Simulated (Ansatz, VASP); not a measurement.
# Two plane-wave programs on ZnS

The input POSCAR:

```
ZnS
1.0
    3.8110000000      0.0000000000      0.0000000000
   -1.9055000000      3.3004228138      0.0000000000
    0.0000000000      0.0000000000      6.2340000000
Zn S
2 2
Direct
    0.6666666667      0.3333333333      0.5000000000
    0.3333333333      0.6666666667      0.0000000000
    0.6666666667      0.3333333333      0.8850000000
    0.3333333333      0.6666666667      0.3850000000
```

INCAR.step1

```
SYSTEM = ZnS
PREC = Accurate
ENCUT = 520
EDIFF = 1E-5
ISMEAR = -1
SIGMA = 0.05
LREAL = .FALSE.
LASPH = .TRUE.
NELM = 80
ALGO = Normal
ISIF = 2
LWAVE = .TRUE.
GGA = PE
NBANDS = 26
```

Contents of INCAR.step2:

```
SYSTEM = ZnS
PREC = Accurate
ENCUT = 520
EDIFF = 1E-6
ISMEAR = -1
SIGMA = 0.05
LREAL = .FALSE.
LASPH = .TRUE.
NELM = 80
ALGO = Normal
ISIF = 2
LWAVE = .FALSE.
LCHARG = .TRUE.
GGA = PE
LHFCALC = .TRUE.
AEXX = 0.25
HFSCREEN = 0.3
PRECFOCK = Normal
LELF = .TRUE.
LVHAR = .TRUE.
ISTART = 1
NBANDS = 26
```

File KPOINTS:

```
Automatic mesh
0
G
  4 4 3
  0 0 0
```

Contents of input.yaml:

```yaml
crystal:
  lattice:
    - [3.811, 0.0, 0.0]
    - [-1.9055, 3.3004228138, 0.0]
    - [0.0, 0.0, 6.234]
  atoms:
    - { symbol: Zn, position: [0.6666666667, 0.3333333333, 0.5] }
    - { symbol: Zn, position: [0.3333333333, 0.6666666667, 0.0] }
    - { symbol: S, position: [0.6666666667, 0.3333333333, 0.885] }
    - { symbol: S, position: [0.3333333333, 0.6666666667, 0.385] }
hamiltonian:
  xc: { exchange: pbe, correlation: pbe, exx: { coeff: 0.25, omega: 0.3 } }
  pseudopotentials: { kind: paw }
kpoints:
  mp_grid: { grid: [4, 4, 3] }
  band_path:
    path:
      - [[0.0, 0.0, 0.0], [0.5, 0.0, 0.0], [0.3333333333, 0.3333333333, 0.0], [0.0, 0.0, 0.0], [0.0, 0.0, 0.5], [0.5, 0.0, 0.5], [0.3333333333, 0.3333333333, 0.5], [0.0, 0.0, 0.5]]
      - [[0.5, 0.0, 0.5], [0.5, 0.0, 0.0]]
      - [[0.3333333333, 0.3333333333, 0.0], [0.3333333333, 0.3333333333, 0.5]]
    npoints: 4
scf:
  occupations: { method: fermi_dirac, width: 0.05 }
  n_extra_bands: 10
output:
  forces: true
  stress: true
  eigenvalues: true
  fatbands: false
  write_density: true
  write_potential: true
  elf: true
  volumetric_format: npy
```

Alike in both runs: functional PBE-based screened hybrid with a share of 0.25 of exact exchange and HFSCREEN = 0.3; k mesh 4 × 4 × 3; occupations fermi-dirac, width 0.05 eV; no spin polarisation.

```csv
,VASP,Ansatz
version,VASP 6.6.1,Ansatz 0.2.0
potentials or method,"VASP PAW PBE potentials, release 64 (Zn, S)",Ansatz PAW
plane-wave cutoff (eV),520,420
valence electrons in the cell,36,36
task,single point,band structure
```

```csv
,VASP,Ansatz,Ansatz less VASP
gap on the k mesh at the Fermi level (eV),3.25,3.26,+0.009
least direct gap on the mesh (eV),3.25,3.26,+0.009
pressure (GPa),2.0,2.0,-0.01
"traceless stress, the component that is largest in VASP (GPa)",-1.72,-1.72,-0.003
rms of the force components (eV/Å),0.195,0.194,-0.0008
```

VASP's potentials were made for PBE, not for PBE-based screened hybrid. Atom by atom the forces differ by 0.001 eV/Å (rms over components).

The k mesh is coarse, so the values compare programs but aren't converged.
